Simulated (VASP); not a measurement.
# Al (P6_3/mmc) in VASP: further runs

The runs below take Al through single point, with LDA.

Program: VASP 6.6.1. These are calculated values, not measurements. Logs are shortened: lines on timing, memory, paths and dates and some standing lists are left out, and cuts for length are marked.

## Step 1: The cell of the first run

It takes space group P6_3/mmc (No. 194, hexagonal). The conventional cell has a = 2.802 Å, b = 2.802 Å, c = 4.452 Å, α = 90.00°, β = 90.00°, γ = 120.00°. Al (site symmetry -6m2) has 12 Al at 2.75 to 2.80 Å within 3.6 Å.

## Step 2: Single point, LDA

INCAR reads:

```
PREC = Accurate
ENCUT = 520
EDIFF = 1E-6
ISMEAR = 0
SIGMA = 0.15
LREAL = False
LASPH = True
NELM = 80
ALGO = Fast
ISIF = 2
LWAVE = False
LCHARG = False
GGA = CA
NBANDS = 10
```

KPOINTS reads:

```
regular mesh
0
Gamma
  18 18 10
```

POSCAR reads:

```
Al
1.0
    2.8024648109      0.0000000000      0.0000000000
   -1.4012324054      2.4270057195      0.0000000000
    0.0000000000      0.0000000000      4.4519000000
Al
2
Direct
    0.6666666667      0.3333333333      0.7500000000
    0.3333333333      0.6666666667      0.2500000000
```

Potentials or basis: VASP PAW LDA potentials, release 64 (Al).

Run with:

```console
> cat potpaw_LDA.64/Al/POTCAR > POTCAR
> mpirun -np 1 vasp_std > vasp.out
```

OUTCAR:

```text
PREC = Accurate
   ENCUT = 520
   EDIFF = 1E-6
   ISMEAR = 0
   LREAL = False
   LASPH = True
   NELM = 80
   ISIF = 2
   GGA = CA

 ion  position               nearest neighbor table
   1  0.667  0.333  0.750-   2 2.75   2 2.75   2 2.75   2 2.75   2 2.75   2 2.75
   2  0.333  0.667  0.250-   1 2.75   1 2.75   1 2.75   1 2.75   1 2.75   1 2.75

  LATTYP: Found a hexagonal cell.
 ALAT       =     2.8024648109
 C/A-ratio  =     1.5885658877

  Lattice vectors:

 A1 = (   2.8024648109,   0.0000000000,   0.0000000000)
 A2 = (  -1.4012324054,   2.4270057195,   0.0000000000)
 A3 = (   0.0000000000,   0.0000000000,   4.4519000000)

Analysis of symmetry for initial positions (statically):
=====================================================================
 Subroutine PRICEL returns:
 Original cell was already a primitive cell.

 Routine SETGRP: Setting up the symmetry group for a
 hexagonal supercell.

 Subroutine GETGRP returns: Found 24 space group operations
 (whereof 12 operations were pure point group operations)
 out of a pool of 24 trial point group operations.

The static configuration has the point symmetry D_3d.
 The point group associated with its full space group is D_6h.

Analysis of symmetry for dynamics (positions and initial velocities):
=====================================================================
 Subroutine PRICEL returns:
 Original cell was already a primitive cell.

 Routine SETGRP: Setting up the symmetry group for a
 hexagonal supercell.

 Subroutine GETGRP returns: Found 24 space group operations
 (whereof 12 operations were pure point group operations)
 out of a pool of 24 trial point group operations.

The dynamic configuration has the point symmetry D_3d.
 The point group associated with its full space group is D_6h.

 Subroutine INISYM returns: Found 24 space group operations
 (whereof 12 operations are pure point group operations),
 and found     1 'primitive' translations

----------------------------------------------------------------------------------------

                                     Primitive cell

  volume of cell :      30.2800

  direct lattice vectors                    reciprocal lattice vectors
     2.802464811  0.000000000  0.000000000     0.356828745  0.206015172  0.000000000
    -1.401232405  2.427005719  0.000000000     0.000000000  0.412030343  0.000000000
     0.000000000  0.000000000  4.451900000     0.000000000  0.000000000  0.224623195

  length of vectors
     2.802464811  2.802464811  4.451900000     0.412030343  0.412030343  0.224623195

  position of ions in fractional coordinates (direct lattice)
     0.666666667  0.333333333  0.750000000
     0.333333333  0.666666667  0.250000000

  ion indices of the primitive-cell ions
   primitive index   ion index
                 1           1
                 2           2

----------------------------------------------------------------------------------------

 KPOINTS: regular mesh

Automatic generation of k-mesh.
 Grid dimensions read from file:
 generate k-points for:   18   18   10

 Generating k-lattice:

  Cartesian coordinates                     Fractional coordinates (reciprocal lattice)
     0.019823819  0.011445287  0.000000000     0.055555556  0.000000000  0.000000000
     0.000000000  0.022890575  0.000000000     0.000000000  0.055555556  0.000000000
     0.000000000  0.000000000  0.022462319     0.000000000  0.000000000  0.100000000

  Length of vectors
     0.022890575  0.022890575  0.022462319

  Shift w.r.t. Gamma in fractional coordinates (k-lattice)
     0.000000000  0.000000000  0.000000000

 Subroutine IBZKPT returns following result:
 ===========================================

 Found    222 irreducible k-points:

 Following reciprocal coordinates:
            Coordinates               Weight
  0.000000  0.000000  0.000000      1.000000
  0.055556  0.000000  0.000000      6.000000
  0.111111  0.000000  0.000000      6.000000
  0.166667  0.000000  0.000000      6.000000
  0.222222  0.000000  0.000000      6.000000
  0.277778  0.000000  0.000000      6.000000
[... 16 lines left out ...]
  0.333333  0.111111  0.000000     12.000000
  0.388889  0.111111  0.000000     12.000000
 [... further k-points ...]
   k-points           NKPTS =    222   k-points in BZ     NKDIM =    222   number of bands    NBANDS=     10
   number of dos      NEDOS =    301   number of ions     NIONS =      2
   total plane-waves  NPLWV =  20736
   dimension x,y,z NGX =    24 NGY =   24 NGZ =   36
   dimension x,y,z NGXF=    48 NGYF=   48 NGZF=   72
   ions per type =               2
   NGX,Y,Z   is equivalent  to a cutoff of  14.24, 14.24, 13.44 a.u.
   NGXF,Y,Z  is equivalent  to a cutoff of  28.47, 28.47, 26.89 a.u.
 SYSTEM =  unknown system
   PREC   = accura    normal or accurate (medium, high low for compatibility)
   ISTART =      0    job   : 0-new  1-cont  2-samecut
   ICHARG =      2    charge: 1-file 2-atom 10-const
   ISPIN  =      1    spin polarized calculation?
   LNONCOLLINEAR =      F non collinear calculations
   LSORBIT =      F    spin-orbit coupling
   LASPH  =      T    aspherical Exc in radial PAW
   ENCUT  =  520.0 eV  38.22 Ry    6.18 a.u.   5.21  5.21  8.28*2*pi/ulx,y,z
   NELM   =     80;   NELMIN=  2; NELMDL= -5     # of ELM steps
   EDIFF  = 0.1E-05   stopping-criterion for ELM
   LREAL  =      F    real-space projection
   EDIFFG = 0.1E-04   stopping-criterion for IOM
   NSW    =      0    number of steps for IOM
   IBRION =     -1    ionic relax: 0-MD 1-quasi-New 2-CG
   NFREE  =      0    steps in history (QN), initial steepest desc. (CG)
   ISIF   =      2    stress and relaxation
   ISYM   =      2    0-nonsym 1-usesym 2-fastsym
   POTIM  = 0.5000    time-step for ionic-motion
   TEBEG  =    0.0;   TEEND  =   0.0 temperature during run
   PSTRESS=    0.0 pullay stress
   NELECT =       6.0000    total number of electrons
   NUPDOWN=      -1.0000    fix difference up-down
   EMIN   =  10.00;   EMAX   =-10.00  energy-range for DOS
   EFERMI =   0.00;   METHOD = LEGACY
   ISMEAR =     0;   SIGMA  =   0.15  broadening in eV -4-tet -1-fermi 0-gaus
   EFERMI_NEDOS =   21; number of points for ismear=-14 and -15
   IALGO  =     68    algorithm
   IMIX   =      4    mixing-type and parameters
     AMIX     =   0.40;   BMIX     =  1.00
     AMIX_MAG =   1.60;   BMIX_MAG =  1.00
  volume/ion in A,a.u.               =      15.14       102.17
  Fermi-wavevector in a.u.,A,eV,Ry     =   0.954421  1.803593 12.393800  0.910919
  Thomas-Fermi vector in A             =   2.083166
   LORBIT       =      0    0 simple, 1 ext, 2 COOP (PROOUT), +10 PAW based schemes
   GGA     = CA    functional components
   LHFCALC =     F    Hartree Fock is set to
   AEXX    =    0.0000 exact exchange contribution
   IVDW    =     0    specifies the selected vdW correction
   LEPSILON=     F    determine dielectric tensor
   LRPA    =     F    only Hartree local field effects (RPA)
 non-spin polarized calculation
 RMM-DIIS sequential band-by-band and
 Gauss-broadening in eV      SIGMA  =   0.15
  energy-cutoff  :      520.00
  volume of cell :       30.28
 maximum number of plane-waves:       832
 NGX is ok and might be reduce to    24
   NGX = 11   NGY = 11   NGZ = 17

 number of electron       6.0000000 magnetization

 Free energy of the ion-electron system (eV)
  ---------------------------------------------------
  ext. energy  EPLUGINS =         0.00000000
  ---------------------------------------------------
  free energy    TOTEN  =        -8.28816080 eV

  energy without entropy =       -8.27828041  energy(sigma->0) =       -8.28322060

 E-fermi :   8.7154     XC(G=0): -10.6668

 val. band max:        8.7045212916   @ k =   0.3889   0.1667   0.2000
 cond. band min:       8.7155800746   @ k =   0.2778   0.0556   0.2000
 fundamental gap:      0.0110587830
 Fermi energy:         8.7154322225

 k-point     1 :       0.0000    0.0000    0.0000
  band No.  band energies     occupation
      1      -2.9953      2.00000
      2       3.9851      2.00000
      3       4.5483      2.00000
      4      19.4179      0.00000
      5      19.4179      0.00000
      6      19.7637      0.00000
      7      19.7637      0.00000
      8      21.5164      0.00000
      9      23.1465      0.00000
     10      24.9104      0.00000

 k-point     2 :       0.0556    0.0000    0.0000
  band No.  band energies     occupation
      1      -2.9180      2.00000
      2       4.0560      2.00000
      3       4.6231      2.00000
      4      17.8212      0.00000
      5      18.4649      0.00000
      6      19.7302      0.00000
      7      20.8460      0.00000
      8      22.2437      0.00000
      9      23.7780      0.00000
     10      23.7903      0.00000

 k-point     3 :       0.1111    0.0000    0.0000
  band No.  band energies     occupation
      1      -2.6864      2.00000
      2       4.2687      2.00000
      3       4.8463      2.00000
      4      15.7092      0.00000
      5      17.4901      0.00000
      6      18.9319      0.00000
      7      21.8924      0.00000
      8      22.1749      0.00000
      9      22.1895      0.00000
     10      23.5582      0.00000

 k-point     4 :       0.1667    0.0000    0.0000
  band No.  band energies     occupation
      1      -2.3013      2.00000
      2       4.6232      2.00000
      3       5.2141      2.00000
      4      13.6097      0.00000
      5      16.6437      0.00000
      6      17.9853      0.00000
      7      19.8875      0.00000
      8      20.6763      0.00000
      9      22.8316      0.00000
     10      22.8941      0.00000
[... 222 lines left out ...]
 k-point    22 :       0.2778    0.1111    0.0000
  band No.  band energies     occupation
      1      -0.0154      2.00000
      2       6.7485      2.00000
      3       6.9992      2.00000
      4       8.4772      1.97529
      5      11.8750      0.00000
      6      14.4618      0.00000
      7      15.4405      0.00000
      8      18.4852      0.00000
      9      19.1039      0.00000
     10      19.8356      0.00000

 k-point    23 :       0.3333    0.1111    0.0000
  band No.  band energies     occupation
      1       0.9619      2.00000
      2       6.1341      2.00000
      3       7.6640      2.00000
      4       8.5777      1.80598
      5      11.4557      0.00000
      6      12.8576      0.00000
      7      14.0345      0.00000
      8      18.1024      0.00000
      9      18.7963      0.00000
     10      19.5042      0.00000

 k-point    24 :       0.3889    0.1111    0.0000
  band No.  band energies     occupation
      1       2.0784      2.00000
      2       4.7055      2.00000
      3       8.6995      1.11926
      4       9.4484      0.00000
      5      11.0388      0.00000
      6      11.4039      0.00000
      7      12.9209      0.00000
      8      17.8752      0.00000
      9      18.6103      0.00000
     10      19.3029      0.00000

 [... further k-points ...]

------------------------ aborting loop because EDIFF is reached ----------------------------------------

  FORCE on cell =-STRESS in cart. coord.  units (eV):
  Direction    XX          YY          ZZ          XY          YZ          ZX
  --------------------------------------------------------------------------------------
  -------------------------------------------------------------------------------------
  Total        0.7205447      0.7205447      1.2789199      0.0000000     -0.0000000      0.0000000
  in kB       38.1254650     38.1254650     67.6702133      0.0000000     -0.0000000      0.0000000
  external PRESSURE =      47.9737144 kB  Pullay stress =       0.0000000 kB

 VOLUME and BASIS-vectors are now :
 -----------------------------------------------------------------------------
  energy-cutoff  :      520.00
  volume of cell :       30.28
      direct lattice vectors                 reciprocal lattice vectors
     2.802464811  0.000000000  0.000000000     0.356828745  0.206015172  0.000000000
    -1.401232405  2.427005719  0.000000000     0.000000000  0.412030343  0.000000000
     0.000000000  0.000000000  4.451900000     0.000000000  0.000000000  0.224623195

 POSITION                                       TOTAL-FORCE (eV/Angst)
 -----------------------------------------------------------------------------------
      1.40123      0.80900      3.33893         0.000000      0.000000      0.000000
     -0.00000      1.61800      1.11298        -0.000000     -0.000000      0.000000
 -----------------------------------------------------------------------------------
    total drift:                                0.000000     -0.000000     -0.000000

  FREE ENERGIE OF THE ION-ELECTRON SYSTEM (eV)
  ---------------------------------------------------
  free  energy   TOTEN  =        -8.2881607959 eV

  energy  without entropy=       -8.2782804096  energy(sigma->0) =       -8.28322060
```

Wall time 29 s (1 thread of Intel Xeon 6975P-C, shared host); peak memory 0.17 GiB.

Results:

- Free energy: -8.2882 eV
- Pressure: 4.8 GPa
- Band gap on the k mesh: zero (band 3 reaches 13.45 eV, above the bottom of band 4 at 5.33 eV)

Stress tensor (GPa, compression positive):
```
3.81 0.00 0.00
0.00 3.81 0.00
0.00 0.00 6.77
```

## Step 3: Single point, LDA

This run uses another cell than the first one, of 15.00 Å³/atom, 0.990 times its volume.

INCAR reads:

```
PREC = Accurate
ENCUT = 520
EDIFF = 1E-7
ISMEAR = 0
SIGMA = 0.15
LREAL = False
LASPH = True
NELM = 100
ALGO = Normal
ISIF = 2
LWAVE = False
LCHARG = False
NBANDS = 10
```

KPOINTS reads:

```
Automatic mesh
0
Gamma
  18 18 10
```

POSCAR reads:

```
Al
1.0
    2.7184000000      0.0000000000      0.0000000000
   -1.3592000000      2.3542034577      0.0000000000
    0.0000000000      0.0000000000      4.6862330202
Al
2
Direct
    0.6666666667      0.3333333333      0.7500000000
    0.3333333333      0.6666666667      0.2500000000
```

Potentials or basis: VASP PAW LDA potentials, release 64 (Al).

Run with:

```console
> cat potpaw_LDA.64/Al/POTCAR > POTCAR
> mpirun -np 1 vasp_std > vasp.out
```

It took 26 s on 1 thread of Intel Xeon 6975P-C, shared host; peak memory 0.16 GiB.

It converged, with:

```yaml
Free_energy: -8.2761 eV
Pressure: 6.0 GPa
Band_gap_on_the_k_mesh: zero (band 3 reaches 12.71 eV, above the bottom of band 4 at 5.61 eV)
```

Stress tensor (GPa, compression positive):
```
7.20 0.00 0.00
0.00 7.20 0.00
0.00 0.00 3.74
```

Levels at points of the mesh, in eV from the Fermi level:
```
           k point  band 1  band 2  band 3  band 4  band 5  band 6  band 7  band 8
(0.00, 0.00, 0.00)  -11.77   -5.22   -5.21   11.68   12.19   12.19   12.20   12.20
(0.50, 0.00, 0.00)   -5.31   -5.30    0.60    0.79    1.35    1.60    6.71    8.41
(0.00, 0.00, 0.50)  -10.10  -10.10    2.60    2.60   13.03   13.03   13.03   13.03
(0.50, 0.00, 0.50)   -4.11   -4.11   -3.20   -3.20    7.66    7.66    8.10    8.10
```

(Part 1 of 2 ends here.)
